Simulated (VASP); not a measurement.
# KTaO3 (Pm-3m) in VASP: notebook

KTaO3 is run at these levels: LDA, PBE+D4; tasks: single point.

Program: VASP 6.6.1. These are calculated values, not measurements. Logs are shortened: lines on timing, memory, paths and dates and some standing lists are left out, and cuts for length are marked.

### 1 The cell of the first run

The structure is cubic, space group Pm-3m (No. 221). Conventional cell: a = 3.952 Å, b = 3.952 Å, c = 3.952 Å, α = 90.00°, β = 90.00°, γ = 90.00°. K (site symmetry m-3m) has 12 O at 2.79 Å and 8 Ta at 3.42 Å within 3.7 Å. Within 2.6 Å of Ta (site symmetry m-3m) lie 6 O at 1.98 Å. O (site symmetry 4/mmm) has 2 Ta at 1.98 Å within 2.6 Å.

### 2 Single point, LDA

INCAR reads:

```
SYSTEM = KTaO3
PREC = Accurate ; ENCUT = 520
EDIFF = 1E-6 ; ISMEAR = 0
SIGMA = 0.01 ; LREAL = .FALSE.
LASPH = .TRUE. ; NELM = 80
ALGO = Normal ; ISIF = 2
LWAVE = .FALSE. ; LCHARG = .FALSE.
GGA = CA ; NBANDS = 27
```

KPOINTS reads:

```
Automatic mesh
0
G
  4 4 4
  0 0 0
```

POSCAR reads:

```
KTaO3
1.0
    3.9522389000      0.0000000000      0.0000000000
    0.0000000000      3.9522389000      0.0000000000
    0.0000000000      0.0000000000      3.9522389000
K Ta O
1 1 3
Direct
    0.5000000000      0.5000000000      0.5000000000
    0.0000000000      0.0000000000      0.0000000000
    0.5000000000      0.0000000000      0.0000000000
    0.0000000000      0.5000000000      0.0000000000
    0.0000000000      0.0000000000      0.5000000000
```

Potentials or basis: VASP PAW LDA potentials, release 64 (K_sv, Ta_pv, O).

Run with:

```
$ cat potpaw_LDA.64/K_sv/POTCAR potpaw_LDA.64/Ta_pv/POTCAR potpaw_LDA.64/O/POTCAR > POTCAR
$ mpirun -np 1 vasp_std > vasp.out
```

OUTCAR:

```text
SYSTEM = KTaO3
   PREC = Accurate
   ENCUT = 520
   EDIFF = 1E-6
   ISMEAR = 0
   LREAL = .FALSE.
   LASPH = .TRUE.
   NELM = 80
   ISIF = 2
   GGA = CA

 ion  position               nearest neighbor table
   1  0.500  0.500  0.500-   3 2.79   4 2.79   5 2.79   3 2.79   4 2.79   3 2.79   5 2.79   3 2.79
                             4 2.79   5 2.79   4 2.79   5 2.79   2 3.42   2 3.42   2 3.42   2 3.42
   2  0.000  0.000  0.000-   3 1.98   4 1.98   5 1.98   5 1.98   4 1.98   3 1.98   1 3.42   1 3.42
                             1 3.42   1 3.42   1 3.42   1 3.42   1 3.42   1 3.42
   3  0.500  0.000  0.000-   2 1.98   2 1.98   1 2.79   1 2.79   1 2.79   1 2.79
   4  0.000  0.500  0.000-   2 1.98   2 1.98   1 2.79   1 2.79   1 2.79   1 2.79
   5  0.000  0.000  0.500-   2 1.98   2 1.98   1 2.79   1 2.79   1 2.79   1 2.79

  LATTYP: Found a simple cubic cell.
 ALAT       =     3.9522389000

  Lattice vectors:

 A1 = (   3.9522389000,   0.0000000000,   0.0000000000)
 A2 = (   0.0000000000,   3.9522389000,   0.0000000000)
 A3 = (   0.0000000000,   0.0000000000,   3.9522389000)

Analysis of symmetry for initial positions (statically):
=====================================================================
 Subroutine PRICEL returns:
 Original cell was already a primitive cell.

 Routine SETGRP: Setting up the symmetry group for a
 simple cubic supercell.

 Subroutine GETGRP returns: Found 48 space group operations
 (whereof 48 operations were pure point group operations)
 out of a pool of 48 trial point group operations.

The static configuration has the point symmetry O_h .

Analysis of symmetry for dynamics (positions and initial velocities):
=====================================================================
 Subroutine PRICEL returns:
 Original cell was already a primitive cell.

 Routine SETGRP: Setting up the symmetry group for a
 simple cubic supercell.

 Subroutine GETGRP returns: Found 48 space group operations
 (whereof 48 operations were pure point group operations)
 out of a pool of 48 trial point group operations.

The dynamic configuration has the point symmetry O_h .

 Subroutine INISYM returns: Found 48 space group operations
 (whereof 48 operations are pure point group operations),
 and found     1 'primitive' translations

----------------------------------------------------------------------------------------

                                     Primitive cell

  volume of cell :      61.7347

  direct lattice vectors                    reciprocal lattice vectors
     3.952238900  0.000000000  0.000000000     0.253021142  0.000000000  0.000000000
     0.000000000  3.952238900  0.000000000     0.000000000  0.253021142  0.000000000
     0.000000000  0.000000000  3.952238900     0.000000000  0.000000000  0.253021142

  length of vectors
     3.952238900  3.952238900  3.952238900     0.253021142  0.253021142  0.253021142

  position of ions in fractional coordinates (direct lattice)
     0.500000000  0.500000000  0.500000000
     0.000000000  0.000000000  0.000000000
     0.500000000  0.000000000  0.000000000
     0.000000000  0.500000000  0.000000000
     0.000000000  0.000000000  0.500000000

  ion indices of the primitive-cell ions
   primitive index   ion index
                 1           1
                 2           2
                 3           3
                 4           4
                 5           5

----------------------------------------------------------------------------------------

 KPOINTS: Automatic mesh

Automatic generation of k-mesh.
 Grid dimensions read from file:
 generate k-points for:    4    4    4

 Generating k-lattice:

  Cartesian coordinates                     Fractional coordinates (reciprocal lattice)
     0.063255286  0.000000000  0.000000000     0.250000000  0.000000000  0.000000000
     0.000000000  0.063255286  0.000000000     0.000000000  0.250000000  0.000000000
     0.000000000  0.000000000  0.063255286     0.000000000  0.000000000  0.250000000

  Length of vectors
     0.063255286  0.063255286  0.063255286

  Shift w.r.t. Gamma in fractional coordinates (k-lattice)
     0.000000000  0.000000000  0.000000000

 Subroutine IBZKPT returns following result:
 ===========================================

 Found     10 irreducible k-points:

 Following reciprocal coordinates:
            Coordinates               Weight
  0.000000  0.000000  0.000000      1.000000
  0.250000  0.000000  0.000000      6.000000
  0.500000  0.000000  0.000000      3.000000
  0.250000  0.250000  0.000000     12.000000
  0.500000  0.250000  0.000000     12.000000
  0.500000  0.500000  0.000000      3.000000
  0.250000  0.250000  0.250000      8.000000
  0.500000  0.250000  0.250000     12.000000
  0.500000  0.500000  0.250000      6.000000
  0.500000  0.500000  0.500000      1.000000
   k-points           NKPTS =     10   k-points in BZ     NKDIM =     10   number of bands    NBANDS=     27
   number of dos      NEDOS =    301   number of ions     NIONS =      5
   total plane-waves  NPLWV =  27000
   dimension x,y,z NGX =    30 NGY =   30 NGZ =   30
   dimension x,y,z NGXF=    60 NGYF=   60 NGZF=   60
   ions per type =               1   1   3
   NGX,Y,Z   is equivalent  to a cutoff of  12.62, 12.62, 12.62 a.u.
   NGXF,Y,Z  is equivalent  to a cutoff of  25.24, 25.24, 25.24 a.u.
 SYSTEM =  KTaO3
   PREC   = accura    normal or accurate (medium, high low for compatibility)
   ISTART =      0    job   : 0-new  1-cont  2-samecut
   ICHARG =      2    charge: 1-file 2-atom 10-const
   ISPIN  =      1    spin polarized calculation?
   LNONCOLLINEAR =      F non collinear calculations
   LSORBIT =      F    spin-orbit coupling
   LASPH  =      T    aspherical Exc in radial PAW
   ENCUT  =  520.0 eV  38.22 Ry    6.18 a.u.   7.35  7.35  7.35*2*pi/ulx,y,z
   NELM   =     80;   NELMIN=  2; NELMDL= -5     # of ELM steps
   EDIFF  = 0.1E-05   stopping-criterion for ELM
   LREAL  =      F    real-space projection
   EDIFFG = 0.1E-04   stopping-criterion for IOM
   NSW    =      0    number of steps for IOM
   IBRION =     -1    ionic relax: 0-MD 1-quasi-New 2-CG
   NFREE  =      0    steps in history (QN), initial steepest desc. (CG)
   ISIF   =      2    stress and relaxation
   ISYM   =      2    0-nonsym 1-usesym 2-fastsym
   POTIM  = 0.5000    time-step for ionic-motion
   TEBEG  =    0.0;   TEEND  =   0.0 temperature during run
   PSTRESS=    0.0 pullay stress
   NELECT =      38.0000    total number of electrons
   NUPDOWN=      -1.0000    fix difference up-down
   EMIN   =  10.00;   EMAX   =-10.00  energy-range for DOS
   EFERMI =   0.00;   METHOD = LEGACY
   ISMEAR =     0;   SIGMA  =   0.01  broadening in eV -4-tet -1-fermi 0-gaus
   EFERMI_NEDOS =   21; number of points for ismear=-14 and -15
   IALGO  =     38    algorithm
   IMIX   =      4    mixing-type and parameters
     AMIX     =   0.40;   BMIX     =  1.00
     AMIX_MAG =   1.60;   BMIX_MAG =  1.00
  volume/ion in A,a.u.               =      12.35        83.32
  Fermi-wavevector in a.u.,A,eV,Ry     =   1.392599  2.631631 26.386225  1.939333
  Thomas-Fermi vector in A             =   2.516326
   LORBIT       =      0    0 simple, 1 ext, 2 COOP (PROOUT), +10 PAW based schemes
   GGA     = CA    functional components
   LHFCALC =     F    Hartree Fock is set to
   AEXX    =    0.0000 exact exchange contribution
   IVDW    =     0    specifies the selected vdW correction
   LEPSILON=     F    determine dielectric tensor
   LRPA    =     F    only Hartree local field effects (RPA)
 non-spin polarized calculation
 Gauss-broadening in eV      SIGMA  =   0.01
  energy-cutoff  :      520.00
  volume of cell :       61.73
 maximum number of plane-waves:      1743
 NGX is ok and might be reduce to    30
   NGX = 15   NGY = 15   NGZ = 15

 number of electron      37.9999983 magnetization

 Free energy of the ion-electron system (eV)
  ---------------------------------------------------
  ext. energy  EPLUGINS =         0.00000000
  ---------------------------------------------------
  free energy    TOTEN  =       -45.02992756 eV

  energy without entropy =      -45.02992756  energy(sigma->0) =      -45.02992756

 E-fermi :   1.8751     XC(G=0): -11.5695

 val. band max:        1.7231992672   @ k =   0.5000   0.5000   0.5000
 cond. band min:       3.7790174182   @ k =   0.0000   0.0000   0.0000
 fundamental gap:      2.0558181510
 Fermi energy:         1.8751233640

 k-point     1 :       0.0000    0.0000    0.0000
  band No.  band energies     occupation
      1     -32.0995      2.00000
      2     -32.0995      2.00000
      3     -32.0995      2.00000
      4     -25.1363      2.00000
      5     -15.6368      2.00000
      6     -14.8914      2.00000
[... 19 lines left out ...]
     26       9.4773      0.00000
     27       9.4773      0.00000

 k-point     2 :       0.2500    0.0000    0.0000
  band No.  band energies     occupation
      1     -32.1516      2.00000
      2     -32.0973      2.00000
      3     -32.0973      2.00000
      4     -25.1179      2.00000
      5     -15.5411      2.00000
      6     -14.8771      2.00000
[... 19 lines left out ...]
     26      10.2216      0.00000
     27      10.9483      0.00000

 k-point     3 :       0.5000    0.0000    0.0000
  band No.  band energies     occupation
      1     -32.2029      2.00000
      2     -32.0952      2.00000
      3     -32.0952      2.00000
      4     -25.0996      2.00000
      5     -15.5522      2.00000
      6     -14.8631      2.00000
[... 174 lines left out ...]
      1     -32.1948      2.00000
      2     -32.1948      2.00000
      3     -32.1421      2.00000
      4     -25.0723      2.00000
      5     -14.5418      2.00000
      6     -13.8847      2.00000
[... 19 lines left out ...]
     26      12.6219      0.00000
     27      12.7861      0.00000

 k-point    10 :       0.5000    0.5000    0.5000
  band No.  band energies     occupation
      1     -32.1923      2.00000
      2     -32.1923      2.00000
      3     -32.1923      2.00000
      4     -25.0624      2.00000
      5     -13.8286      2.00000
      6     -13.8286      2.00000
[... 19 lines left out ...]
     26      12.3729      0.00000
     27      13.8952      0.00000

------------------------ aborting loop because EDIFF is reached ----------------------------------------

  FORCE on cell =-STRESS in cart. coord.  units (eV):
  Direction    XX          YY          ZZ          XY          YZ          ZX
  --------------------------------------------------------------------------------------
  -------------------------------------------------------------------------------------
  Total        0.5265738      0.5265738      0.5265738     -0.0000000     -0.0000000      0.0000000
  in kB       13.6659647     13.6659647     13.6659647     -0.0000000     -0.0000000      0.0000000
  external PRESSURE =      13.6659647 kB  Pullay stress =       0.0000000 kB

 VOLUME and BASIS-vectors are now :
 -----------------------------------------------------------------------------
  energy-cutoff  :      520.00
  volume of cell :       61.73
      direct lattice vectors                 reciprocal lattice vectors
     3.952238900  0.000000000  0.000000000     0.253021142  0.000000000  0.000000000
     0.000000000  3.952238900  0.000000000     0.000000000  0.253021142  0.000000000
     0.000000000  0.000000000  3.952238900     0.000000000  0.000000000  0.253021142

 POSITION                                       TOTAL-FORCE (eV/Angst)
 -----------------------------------------------------------------------------------
      1.97612      1.97612      1.97612         0.000000      0.000000      0.000000
      0.00000      0.00000      0.00000         0.000000      0.000000      0.000000
      1.97612      0.00000      0.00000         0.000000      0.000000      0.000000
      0.00000      1.97612      0.00000         0.000000      0.000000      0.000000
      0.00000      0.00000      1.97612         0.000000      0.000000      0.000000
 -----------------------------------------------------------------------------------
    total drift:                                0.000000     -0.000000      0.000000

  FREE ENERGIE OF THE ION-ELECTRON SYSTEM (eV)
  ---------------------------------------------------
  free  energy   TOTEN  =       -45.0299275603 eV

  energy  without entropy=      -45.0299275603  energy(sigma->0) =      -45.02992756
```

Wall time 9.1 s (1 thread of Intel Xeon 6975P-C, shared host); peak memory 0.16 GiB.

What came out:

| Item | Value |
| --- | --- |
| Free energy | -45.0299 eV |
| Pressure | 1.4 GPa |
| Band gap on the k mesh | 2.06 eV, indirect (least direct gap 2.67 eV) |

Levels at points of the mesh, in eV from the valence-band top:
| k point | band 16 | band 17 | band 18 | band 19 | band 20 | band 21 | band 22 | band 23 |
| --- | --- | --- | --- | --- | --- | --- | --- | --- |
| (0.00, 0.00, 0.00) | -1.12 | -0.61 | -0.61 | -0.61 | 2.06 | 2.06 | 2.06 | 6.59 |
| (0.50, 0.00, 0.00) | -2.25 | -1.64 | -0.85 | -0.85 | 2.23 | 5.10 | 5.10 | 7.10 |
| (0.50, 0.50, 0.00) | -1.59 | -1.48 | -1.48 | -0.04 | 5.14 | 5.14 | 6.46 | 7.99 |
| (0.50, 0.50, 0.50) | -4.04 | 0.00 | 0.00 | 0.00 | 6.63 | 6.63 | 6.63 | 8.80 |

Caveat: spin-orbit coupling is left out, which moves the levels of the heavy elements.

### 3 Single point, PBE+D4

This run uses another cell than the first one, of 12.90 Å³/atom, 1.045 times its volume.

INCAR reads:

```
SYSTEM = KTaO3
PREC = Accurate
ENCUT = 520
EDIFF = 1E-7
ISMEAR = 0
SIGMA = 0.01
LREAL = .False.
LASPH = .True.
NELM = 80
ALGO = Normal
ISIF = 2
LWAVE = .False.
LCHARG = .False.
GGA = PE
IVDW = 13
NBANDS = 27
```

KPOINTS reads:

```
regular mesh
0
Gamma
  4 4 4
  0 0 0
```

POSCAR, as its differences from that of step 2:

```diff
@@ -2,5 +2,5 @@
 1.0
-    3.9522389000      0.0000000000      0.0000000000
-    0.0000000000      3.9522389000      0.0000000000
-    0.0000000000      0.0000000000      3.9522389000
+    4.0106855457      0.0000000000      0.0000000000
+    0.0000000000      4.0106855457      0.0000000000
+    0.0000000000      0.0000000000      4.0106855457
 K Ta O
```

Potentials or basis: VASP PAW PBE potentials, release 64 (K_sv, Ta_pv, O).

Run with:

```
$ cat potpaw_PBE.64/K_sv/POTCAR potpaw_PBE.64/Ta_pv/POTCAR potpaw_PBE.64/O/POTCAR > POTCAR
$ mpirun -np 1 vasp_std > vasp.out
```

Run time: 18 s. Hardware: 1 thread of Intel Xeon 6975P-C, shared host; peak memory 0.18 GiB.

It converged, with:

* Free energy: -41.8086 eV
* Pressure: 0.6 GPa
* Band gap on the k mesh: 2.12 eV, indirect (least direct gap 2.75 eV)
* Dispersion energy per atom: -0.155 eV

Levels at points of the mesh, in eV from the valence-band top:
```csv
k point,band 17,band 18,band 19,band 20,band 21,band 22
"(0.00, 0.00, 0.00)",-0.63,-0.63,-0.63,2.12,2.12,2.12
"(0.50, 0.00, 0.00)",-1.47,-0.85,-0.85,2.27,4.89,4.89
"(0.50, 0.50, 0.00)",-1.41,-1.41,-0.04,4.93,4.93,6.18
"(0.50, 0.50, 0.50)",0.00,0.00,0.00,6.31,6.31,6.31
```

Caveat: spin-orbit coupling is left out, which moves the levels of the heavy elements.
